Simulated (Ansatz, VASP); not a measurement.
**MgO in VASP and in Ansatz**

The input INCAR:

```
SYSTEM = MgO
PREC = Accurate
ENCUT = 750
EDIFF = 1E-6
ISMEAR = 0
SIGMA = 0.05
LREAL = .False.
LASPH = .True.
NELM = 120
ALGO = Normal
ISIF = 2
LWAVE = .False.
LCHARG = .False.
GGA = CA
NBANDS = 15
GGA_COMPAT = .False.
```

KPOINTS

```
Automatic mesh
0
Gamma
  9 9 8
  0 0 0
```

The input POSCAR:

```
MgO
1.0
    2.8498802763      0.0000000000      0.0000000000
   -1.4249401382      2.4680687170      0.0000000000
    0.0000000000      0.0000000000      2.6796800000
Mg O
1 1
Direct
    0.0000000000      0.0000000000      0.0000000000
    0.3333333333      0.6666666667      0.5000000000
```

Input for Ansatz:

```yaml
crystal:
  lattice:
    - [2.8498802763, 0.0, 0.0]
    - [-1.4249401382, 2.468068717, 0.0]
    - [0.0, 0.0, 2.67968]
  atoms:
    - { symbol: Mg, position: [0.0, 0.0, 0.0] }
    - { symbol: O, position: [0.3333333333, 0.6666666667, 0.5] }
basis:
  ecutwfc: 420
kpoints:
  mp_grid: { grid: [9, 9, 8] }
hamiltonian:
  xc: lda
scf:
  occupations: { method: gaussian, width: 0.05 }
output:
  forces: true
  stress: true
  eigenvalues: true
```

Change from the starting cell: strain -0.030 along x and y, +0.000 along z, atoms carried along.

Alike in both runs: task single point; functional LDA; k mesh 9 × 9 × 8; occupations gaussian, width 0.05 eV; no spin polarisation.

```csv
,VASP,Ansatz
version,VASP 6.6.1,Ansatz 0.2.0
potentials or method,"VASP PAW LDA potentials, release 64 (Mg_sv, O), cutoff 750 eV","scalar-relativistic, plane waves, PAW"
valence electrons in the cell,16,16
```

|  | VASP | Ansatz | Ansatz less VASP |
| --- | --- | --- | --- |
| gap on the k mesh at the Fermi level (eV) | 3.34 | 3.32 | -0.015 |
| least direct gap on the mesh (eV) | 3.82 | 3.81 | -0.016 |
| pressure (GPa) | -1.8 | -1.7 | +0.08 |
| traceless stress, the component that is largest in VASP (GPa) | -10.88 | -11.01 | -0.128 |

LDA's correlation is that of Perdew and Zunger in VASP and of Perdew and Wang (1992) in Ansatz.
